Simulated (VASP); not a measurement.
**BN: relaxation of cell and atoms with PBEsol**

The system is BN.

```
CELL_PARAMETERS angstrom
4.11208 0.00000 0.00000
1.14102 2.22635 0.00000
2.97106 -0.81903 2.07022
ATOMIC_POSITIONS crystal
B 0.00005 0.00005 0.99995
N 0.66665 0.66665 0.33335
```

```
Program                : VASP 6.6.1
Task                   : relaxation of cell and atoms
Functional             : PBEsol
Potentials or basis    : VASP PAW PBE potentials, release 64 (B_h, N_h)
Cutoff                 : 1330 eV
k mesh                 : 12 × 12 × 12
Occupations            : gaussian, width 0.01 eV
Spin                   : no spin polarisation
Dipole correction      : no
Further INCAR settings : ALGO = Normal; EDIFF = 1e-07; IBRION = 2; EDIFFG = -0.01; NSW = 80; ISIF = 3
```

```json
{
  "Relaxed volume": "9.49 Å³/atom",
  "Relaxed cell": "a = 4.113 Å, b = 2.504 Å, c = 3.713 Å, α = 80.28°, β = 36.87°, γ = 62.85°",
  "Space group after relaxing (to 0.1 Å)": "Fmm2 (No. 42)",
  "Energy gained by relaxing": "0.0 meV/atom",
  "Ionic steps": "3",
  "Pressure after relaxing": "0.0 GPa",
  "Largest force after relaxing": "0.004 eV/Å",
  "Band gap on the k mesh": "3.74 eV (least direct gap 4.50 eV)"
}
```

Forces in eV/Å, atoms in the order of the input:
```
B   -0.002 -0.003  0.002
N    0.002  0.003 -0.002
```

Final structure:
```cif
data_structure
_symmetry_space_group_name_H-M 'P 1'
_symmetry_Int_Tables_number 1
_cell_length_a 4.1131
_cell_length_b 2.5037
_cell_length_c 3.7131
_cell_angle_alpha 80.284
_cell_angle_beta 36.868
_cell_angle_gamma 62.848
_cell_volume 18.98
loop_
_atom_site_label
_atom_site_type_symbol
_atom_site_fract_x
_atom_site_fract_y
_atom_site_fract_z
_atom_site_occupancy
B1 B 0.00009 0.00009 0.99991 1
N1 N 0.66661 0.66661 0.33339 1
```

Levels at points of the mesh, in eV from the valence-band top:
```csv
k point,band 1,band 2,band 3,band 4,band 5,band 6,band 7,band 8
"(0.00, 0.00, 0.00)",-17.82,-4.50,-1.40,-1.40,4.67,11.45,11.52,12.92
"(0.50, 0.00, 0.00)",-14.60,-9.00,-4.21,-1.02,4.54,9.74,13.12,15.43
"(0.50, 0.50, 0.00)",-14.65,-9.09,-4.21,-0.52,5.72,9.31,12.00,13.55
"(0.50, 0.00, 0.50)",-17.61,-6.17,-1.42,-1.39,9.43,11.41,11.47,11.85
"(0.00, 0.50, 0.50)",-14.54,-8.89,-4.25,-1.48,3.74,9.81,14.30,18.36
```

Wall time 6.6 min on 1 thread of Intel(R) Xeon(R) Platinum 8375C CPU @ 2.90GHz (Ice Lake) (shared host), peak memory 0.39 GiB.

Caveat: the PAW data sets were made with another functional, which shifts forces and pressure a little. A k mesh can miss the band edges.
